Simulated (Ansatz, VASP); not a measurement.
Given: the input of a run of VASP 6.6.1 on Ta.

INCAR

```
PREC     = Accurate       # precision mode
ENCUT    = 520            # plane-wave cutoff, eV
EDIFF    = 1E-6           # SCF threshold, eV
ISMEAR   = -1             # smearing method
SIGMA    = 0.05           # smearing width, eV
LREAL    = F              # projectors in reciprocal space
LASPH    = T              # aspherical terms in the spheres
NELM     = 100            # most SCF steps
ALGO     = Normal         # electronic algorithm
ISIF     = 2              # what is computed and relaxed
LWAVE    = F              # write WAVECAR
LCHARG   = F              # write CHGCAR
NBANDS   = 18             # bands
```

Contents of KPOINTS:

```
regular mesh
0
Gamma
  11 11 5
```

File POSCAR:

```
Ta
1.0
    2.8411641924      0.0000000000      0.0000000000
   -1.4205820962      2.4605203670      0.0000000000
    0.0000000000      0.0000000000      5.0608102442
Ta
2
Direct
    0.3333333333      0.6666666667      0.2500000000
    0.6666666667      0.3333333333      0.7500000000
```

Potentials or basis: VASP PAW LDA potentials, release 64 (Ta_pv).

Command:

```sh
$ cat potpaw_LDA.64/Ta_pv/POTCAR > POTCAR
$ mpirun -np 1 vasp_std > vasp.out
```

Question: Translate it to Ansatz 0.2.0. Potentials there: all-electron LAPW, scalar-relativistic.

Answer: As run (the cutoff follows the program's own potentials):

Contents of input.yaml:

```yaml
crystal:
  lattice:
    - [2.8411641924, 0.0, 0.0]
    - [-1.4205820962, 2.460520367, 0.0]
    - [0.0, 0.0, 5.0608102442]
  atoms:
    - { symbol: Ta, position: [0.3333333333, 0.6666666667, 0.25] }
    - { symbol: Ta, position: [0.6666666667, 0.3333333333, 0.75] }
kpoints:
  mp_grid: { grid: [11, 11, 5] }
scf:
  occupations: { method: fermi_dirac, width: 0.05 }
hamiltonian:
  xc: lda
  pseudopotentials: { kind: all_electron, lapw: { basis_error: 0.001 } }
output:
  forces: true
  stress: true
  eigenvalues: true
```

Potentials or basis: all-electron LAPW, scalar-relativistic.

Run with:

```sh
$ ansatz run input.yaml --threads 1 --pin off --max-ram 3072MiB --backend cpu --events-out ev --progress --plain --runs-dir out
```

Both were run:

|  | VASP | Ansatz | Ansatz less VASP |
| --- | --- | --- | --- |
| gap on the k mesh at the Fermi level (eV) | none | none | - |
| pressure (GPa) | 0.5 | -0.4 | -0.94 |
| traceless stress, the component that is largest in VASP (GPa) | 1.13 | 1.22 | +0.094 |

LDA's correlation is that of Perdew and Zunger in VASP and of Perdew and Wang (1992) in Ansatz. A gap of «none» marks a metal or a gap that the smearing closes. Ansatz ran all-electron here, and VASP with PAW potentials.

Spin-orbit coupling is off throughout.
